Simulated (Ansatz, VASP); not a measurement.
## One calculation of Zr2F3, two programs

```
Zr F
1.0
     3.15191    0.00000    0.00000
     0.00000    4.95562    0.00000
     0.00000    0.00000    7.59466
Zr F
2 3
Cartesian
  1.5760 0.0000 5.8868
  1.5760 0.0000 1.7078
  1.5760 3.7282 0.0000
  1.5760 1.2274 0.0000
  1.5760 0.0000 3.7973
```

Alike in both runs: task relaxation of cell and atoms; functional PBE; k mesh 6 × 4 × 2; occupations gaussian, width 0.1 eV; no spin polarisation.

```csv
,VASP,Ansatz
version,VASP 6.6.1,Ansatz 0.2.0
potentials or method,"VASP PAW PBE potentials, release 64 (Zr_sv, F), cutoff 600 eV","scalar-relativistic, plane waves, PAW"
valence electrons in the cell,45,45
```

VASP gave:

| Property | Result |
| --- | --- |
| gap on the k mesh at the Fermi level, each at its own relaxed structure (eV) | none |
| relaxed volume (Å³/atom) | 22.62 |
| relaxed cell length with the largest relative difference (Å) | 5.076 |

Q: What did Ansatz give for the same quantities?

A: gap on the k mesh at the Fermi level, each at its own relaxed structure (eV): none; relaxed volume (Å³/atom): 22.59; relaxed cell length with the largest relative difference (Å): 5.041.

A gap of «none» marks a metal or a gap that the smearing closes.

The k mesh is coarse, so the values compare programs but aren't converged.
